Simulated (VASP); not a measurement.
# Ta (Im-3m) in VASP: single point with PBE

Aim: the single point of Ta with PBE.

Program: VASP 6.6.1. These are calculated values, not measurements. Logs are shortened: lines on timing, memory, paths and dates and some standing lists are left out, and cuts for length are marked.

## 1. The cell of the first run

The structure is cubic, space group Im-3m (No. 229). Conventional cell: a = 3.319 Å, b = 3.319 Å, c = 3.319 Å, α = 90.00°, β = 90.00°, γ = 90.00°. Ta (site symmetry m-3m) has 14 Ta at 2.87 to 3.32 Å within 3.8 Å.

## 2. Single point, PBE

INCAR

```
PREC = Accurate ; ENCUT = 520
EDIFF = 1E-6 ; ISMEAR = 0
SIGMA = 0.1 ; LREAL = F
LASPH = T ; NELM = 80
ALGO = Fast ; ISIF = 2
LWAVE = F ; LCHARG = F
GGA = PE ; NBANDS = 18
ISYM = 0
```

KPOINTS

```
regular mesh
0
Gamma
  10 10 12
```

POSCAR

```
Ta
1.0
    3.3187896404      0.0000000000      0.0000000000
    0.0000000000      3.3187896404      0.0000000000
    0.0000000000      0.0000000000      3.3187896404
Ta
2
Direct
    0.0000000000      0.0000000000      0.0000000000
    0.5000000000      0.5000000000      0.5000000000
```

Potentials or basis: VASP PAW PBE potentials, release 64 (Ta_pv).

The run is started by

```sh
$ cat potpaw_PBE.64/Ta_pv/POTCAR > POTCAR
$ mpirun -np 1 vasp_std > vasp.out
```

OUTCAR:

```text
PREC = Accurate
   ENCUT = 520
   EDIFF = 1E-6
   ISMEAR = 0
   LREAL = F
   LASPH = T
   NELM = 80
   ISIF = 2
   GGA = PE
   ISYM = 0

 ion  position               nearest neighbor table
   1  0.000  0.000  0.000-   2 2.87   2 2.87   2 2.87   2 2.87   2 2.87   2 2.87   2 2.87   2 2.87

   2  0.500  0.500  0.500-   1 2.87   1 2.87   1 2.87   1 2.87   1 2.87   1 2.87   1 2.87   1 2.87

IMPORTANT INFORMATION: All symmetrisations will be switched off!
NOSYMM: (Re-)initialisation of all symmetry stuff for point group C_1.

----------------------------------------------------------------------------------------

                                     Primitive cell

  volume of cell :      36.5544

  direct lattice vectors                    reciprocal lattice vectors
     3.318789640  0.000000000  0.000000000     0.301314668  0.000000000  0.000000000
     0.000000000  3.318789640  0.000000000     0.000000000  0.301314668  0.000000000
     0.000000000  0.000000000  3.318789640     0.000000000  0.000000000  0.301314668

  length of vectors
     3.318789640  3.318789640  3.318789640     0.301314668  0.301314668  0.301314668

  position of ions in fractional coordinates (direct lattice)
     0.000000000  0.000000000  0.000000000
     0.500000000  0.500000000  0.500000000

  ion indices of the primitive-cell ions
   primitive index   ion index
                 1           1
                 2           2

----------------------------------------------------------------------------------------

 KPOINTS: regular mesh

Automatic generation of k-mesh.
 Grid dimensions read from file:
 generate k-points for:   10   10   12

 Generating k-lattice:

  Cartesian coordinates                     Fractional coordinates (reciprocal lattice)
     0.030131467  0.000000000  0.000000000     0.100000000  0.000000000  0.000000000
     0.000000000  0.030131467  0.000000000     0.000000000  0.100000000  0.000000000
     0.000000000  0.000000000  0.025109556     0.000000000  0.000000000  0.083333333

  Length of vectors
     0.030131467  0.030131467  0.025109556

  Shift w.r.t. Gamma in fractional coordinates (k-lattice)
     0.000000000  0.000000000  0.000000000

 -----------------------------------------------------------------------------
|                                                                             |
|           W    W    AA    RRRRR   N    N  II  N    N   GGGG   !!!           |
|           W    W   A  A   R    R  NN   N  II  NN   N  G    G  !!!           |
|           W    W  A    A  R    R  N N  N  II  N N  N  G       !!!           |
|           W WW W  AAAAAA  RRRRR   N  N N  II  N  N N  G  GGG   !            |
|           WW  WW  A    A  R   R   N   NN  II  N   NN  G    G                |
|           W    W  A    A  R    R  N    N  II  N    N   GGGG   !!!           |
|                                                                             |
|     Your reciprocal lattice and k-lattice belong to different lattice       |
|     classes:                                                                |
|                                                                             |
|        The reciprocal lattice is simple cubic,                              |
|        whereas your k-lattice is simple tetragonal.                         |
|                                                                             |
|     Results are often still useful ...                                      |
|                                                                             |
 -----------------------------------------------------------------------------

 WARNING: IBZKPT: internal override: KBLOWUP is changed to .FALSE.
      ... skipping the blow-up phase ...

 Subroutine IBZKPT returns following result:
 ===========================================

 Found    604 irreducible k-points:

 Following reciprocal coordinates:
            Coordinates               Weight
  0.000000  0.000000  0.000000      1.000000
  0.100000  0.000000  0.000000      2.000000
  0.200000  0.000000  0.000000      2.000000
  0.300000  0.000000  0.000000      2.000000
  0.400000  0.000000  0.000000      2.000000
  0.500000  0.000000  0.000000      1.000000
[... 16 lines left out ...]
 -0.400000  0.200000  0.000000      2.000000
 -0.300000  0.200000  0.000000      2.000000
 [... further k-points ...]
   k-points           NKPTS =    604   k-points in BZ     NKDIM =    604   number of bands    NBANDS=     18
   number of dos      NEDOS =    301   number of ions     NIONS =      2
   total plane-waves  NPLWV =  21952
   dimension x,y,z NGX =    28 NGY =   28 NGZ =   28
   dimension x,y,z NGXF=    56 NGYF=   56 NGZF=   56
   ions per type =               2
   NGX,Y,Z   is equivalent  to a cutoff of  14.03, 14.03, 14.03 a.u.
   NGXF,Y,Z  is equivalent  to a cutoff of  28.05, 28.05, 28.05 a.u.
 SYSTEM =  unknown system
   PREC   = accura    normal or accurate (medium, high low for compatibility)
   ISTART =      0    job   : 0-new  1-cont  2-samecut
   ICHARG =      2    charge: 1-file 2-atom 10-const
   ISPIN  =      1    spin polarized calculation?
   LNONCOLLINEAR =      F non collinear calculations
   LSORBIT =      F    spin-orbit coupling
   LASPH  =      T    aspherical Exc in radial PAW
   ENCUT  =  520.0 eV  38.22 Ry    6.18 a.u.   6.17  6.17  6.17*2*pi/ulx,y,z
   NELM   =     80;   NELMIN=  2; NELMDL= -5     # of ELM steps
   EDIFF  = 0.1E-05   stopping-criterion for ELM
   LREAL  =      F    real-space projection
   EDIFFG = 0.1E-04   stopping-criterion for IOM
   NSW    =      0    number of steps for IOM
   IBRION =     -1    ionic relax: 0-MD 1-quasi-New 2-CG
   NFREE  =      0    steps in history (QN), initial steepest desc. (CG)
   ISIF   =      2    stress and relaxation
   ISYM   =      0    0-nonsym 1-usesym 2-fastsym
   POTIM  = 0.5000    time-step for ionic-motion
   TEBEG  =    0.0;   TEEND  =   0.0 temperature during run
   PSTRESS=    0.0 pullay stress
   NELECT =      22.0000    total number of electrons
   NUPDOWN=      -1.0000    fix difference up-down
   EMIN   =  10.00;   EMAX   =-10.00  energy-range for DOS
   EFERMI =   0.00;   METHOD = LEGACY
   ISMEAR =     0;   SIGMA  =   0.10  broadening in eV -4-tet -1-fermi 0-gaus
   EFERMI_NEDOS =   21; number of points for ismear=-14 and -15
   IALGO  =     68    algorithm
   IMIX   =      4    mixing-type and parameters
     AMIX     =   0.40;   BMIX     =  1.00
     AMIX_MAG =   1.60;   BMIX_MAG =  1.00
  volume/ion in A,a.u.               =      18.28       123.34
  Fermi-wavevector in a.u.,A,eV,Ry     =   1.382195  2.611970 25.993429  1.910463
  Thomas-Fermi vector in A             =   2.506909
   LORBIT       =      0    0 simple, 1 ext, 2 COOP (PROOUT), +10 PAW based schemes
   GGA     = PE    functional components
   LHFCALC =     F    Hartree Fock is set to
   AEXX    =    0.0000 exact exchange contribution
   IVDW    =     0    specifies the selected vdW correction
   LEPSILON=     F    determine dielectric tensor
   LRPA    =     F    only Hartree local field effects (RPA)
 non-spin polarized calculation
 RMM-DIIS sequential band-by-band and
 Gauss-broadening in eV      SIGMA  =   0.10
  energy-cutoff  :      520.00
  volume of cell :       36.55
 maximum number of plane-waves:      1021
 NGX is ok and might be reduce to    28
   NGX = 13   NGY = 13   NGZ = 13

 number of electron      21.9999997 magnetization

 Free energy of the ion-electron system (eV)
  ---------------------------------------------------
  ext. energy  EPLUGINS =         0.00000000
  ---------------------------------------------------
  free energy    TOTEN  =       -23.63260801 eV

  energy without entropy =      -23.62006396  energy(sigma->0) =      -23.62633599

 E-fermi :   5.3531     XC(G=0): -12.5450

 val. band max:        5.3396914801   @ k =  -0.2000   0.2000   0.0833
 cond. band min:       5.3545151011   @ k =   0.4000   0.3000   0.0000
 fundamental gap:      0.0148236210
 Fermi energy:         5.3531469011

 k-point     1 :       0.0000    0.0000    0.0000
  band No.  band energies     occupation
      1     -28.5548      2.00000
      2     -28.5511      2.00000
      3     -28.5511      2.00000
      4     -27.7740      2.00000
      5     -27.7702      2.00000
      6     -27.7702      2.00000
[... 10 lines left out ...]
     17      12.0796      0.00000
     18      13.8900      0.00000

 k-point     2 :       0.1000    0.0000    0.0000
  band No.  band energies     occupation
      1     -28.5517      2.00000
      2     -28.5351      2.00000
      3     -28.5314      2.00000
      4     -27.8111      2.00000
      5     -27.7924      2.00000
      6     -27.7886      2.00000
[... 10 lines left out ...]
     17      11.8514      0.00000
     18      13.1697      0.00000

 k-point     3 :       0.2000    0.0000    0.0000
  band No.  band energies     occupation
      1     -28.5480      2.00000
      2     -28.4781      2.00000
      3     -28.4744      2.00000
      4     -27.9225      2.00000
      5     -27.8460      2.00000
      6     -27.8422      2.00000
[... 10 lines left out ...]
     17      11.2391      0.00000
     18      11.7563      0.00000

 k-point     4 :       0.3000    0.0000    0.0000
  band No.  band energies     occupation
      1     -28.5262      2.00000
      2     -28.3897      2.00000
      3     -28.3861      2.00000
      4     -28.0758      2.00000
      5     -27.9301      2.00000
      6     -27.9263      2.00000
[... 375 lines left out ...]
      4     -28.1503      2.00000
      5     -27.9512      2.00000
      6     -27.9512      2.00000
[... 10 lines left out ...]
     17      10.5111      0.00000
     18      10.5111      0.00000

 k-point    23 :      -0.4000    0.2000    0.0000
  band No.  band energies     occupation
      1     -28.6898      2.00000
      2     -28.5064      2.00000
      3     -28.2494      2.00000
      4     -28.0611      2.00000
      5     -28.0535      2.00000
      6     -27.8591      2.00000
[... 10 lines left out ...]
     17      11.1692      0.00000
     18      11.3968      0.00000

 k-point    24 :      -0.3000    0.2000    0.0000
  band No.  band energies     occupation
      1     -28.7022      2.00000
      2     -28.3500      2.00000
      3     -28.3405      2.00000
      4     -28.1783      2.00000
      5     -27.9682      2.00000
      6     -27.7959      2.00000
[... 10 lines left out ...]
     17      12.1401      0.00000
     18      12.4307      0.00000

 [... further k-points ...]

------------------------ aborting loop because EDIFF is reached ----------------------------------------

  FORCE on cell =-STRESS in cart. coord.  units (eV):
  Direction    XX          YY          ZZ          XY          YZ          ZX
  --------------------------------------------------------------------------------------
  -------------------------------------------------------------------------------------
  Total        0.1402007      0.1401950      0.0419164     -0.0000053      0.0000009      0.0000017
  in kB        6.1449950      6.1447479      1.8371942     -0.0002318      0.0000379      0.0000735
  external PRESSURE =       4.7089790 kB  Pullay stress =       0.0000000 kB

 VOLUME and BASIS-vectors are now :
 -----------------------------------------------------------------------------
  energy-cutoff  :      520.00
  volume of cell :       36.55
      direct lattice vectors                 reciprocal lattice vectors
     3.318789640  0.000000000  0.000000000     0.301314668  0.000000000  0.000000000
     0.000000000  3.318789640  0.000000000     0.000000000  0.301314668  0.000000000
     0.000000000  0.000000000  3.318789640     0.000000000  0.000000000  0.301314668

 POSITION                                       TOTAL-FORCE (eV/Angst)
 -----------------------------------------------------------------------------------
      0.00000      0.00000      0.00000         0.000000     -0.000000     -0.000000
      1.65939      1.65939      1.65939        -0.000000      0.000000      0.000000
 -----------------------------------------------------------------------------------
    total drift:                                0.000002     -0.000000      0.000006

  FREE ENERGIE OF THE ION-ELECTRON SYSTEM (eV)
  ---------------------------------------------------
  free  energy   TOTEN  =       -23.6326080123 eV

  energy  without entropy=      -23.6200639637  energy(sigma->0) =      -23.62633599
```

Wall time 5.5 min (1 thread of Intel Xeon Platinum 8259CL at 2.50GHz (Skylake/Cascade Lake), shared host); peak memory 0.42 GiB.

What came out:

- Free energy: -23.6326 eV
- Pressure: 0.5 GPa
- Band gap on the k mesh: zero (bands 11 and 12 overlap by 2.74 eV)

Caveat: spin-orbit coupling is left out, which moves the levels of the heavy elements.
